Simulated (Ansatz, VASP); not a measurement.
**Hf in VASP and in Ansatz**

```
Hf
1.0
     2.82612    0.00000    0.00000
     0.00000    2.82612    0.00000
     0.00000    0.00000    2.82612
Hf
1
Direct
  0.00000 0.00000 0.00000
```

Alike in both runs: task single point; functional RPBE; k mesh 12 × 12 × 12; occupations fermi-dirac, width 0.1 eV; no spin polarisation.

|  | VASP | Ansatz |
| --- | --- | --- |
| version | VASP 6.6.1 | Ansatz 0.2.0 |
| potentials or method | VASP PAW PBE potentials, release 64 (Hf_pv), cutoff 520 eV | plane waves (420 eV) with PAW, scalar-relativistic |
| valence electrons in the cell | 10 | 26 |

VASP gave:

```
pressure (GPa) : 10.8
```

**Question.** Which values does Ansatz return?

**Answer.** Pressure (GPa): 11.2.

VASP's potentials were made for PBE, not for RPBE. The functional is the same, so the differences come from potentials, cutoffs and numerics. VASP's potentials hold 10 valence electrons a cell and Ansatz's 26, so a difference there can come from the potentials and not from the codes.

Spin-orbit coupling is off throughout.
